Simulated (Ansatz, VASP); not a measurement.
C: VASP beside Ansatz

```
C
1.0
     2.13616   -1.23332   -0.00890
     2.13616    1.23332   -0.00890
    -1.39986    0.00000    4.24159
C
2
Direct
  0.83334 0.83334 0.00003
  0.16666 0.16666 0.99997
```

Alike in both runs: functional PBE; k mesh 12 × 12 × 6; occupations gaussian, width 0.02 eV; no spin polarisation.

Ansatz relaxed the structure, and its values are those at the end. VASP's run is a single point on that final structure, the one shown.

|  | VASP | Ansatz |
| --- | --- | --- |
| version | VASP 6.6.1 | Ansatz 0.2.0 |
| potentials or method | VASP PAW PBE potentials, release 64 (C), cutoff 520 eV | scalar-relativistic, plane waves, PAW |
| valence electrons in the cell | 8 | 8 |

Ansatz gave:

```
gap on the k mesh at the Fermi level (eV) : 0.14
least direct gap on the mesh (eV)         : 0.14
pressure (GPa)                            : 0.0
```

Q: Estimate VASP's values.

A: gap on the k mesh at the Fermi level (eV): 0.14; least direct gap on the mesh (eV): 0.14; pressure (GPa): 0.3.
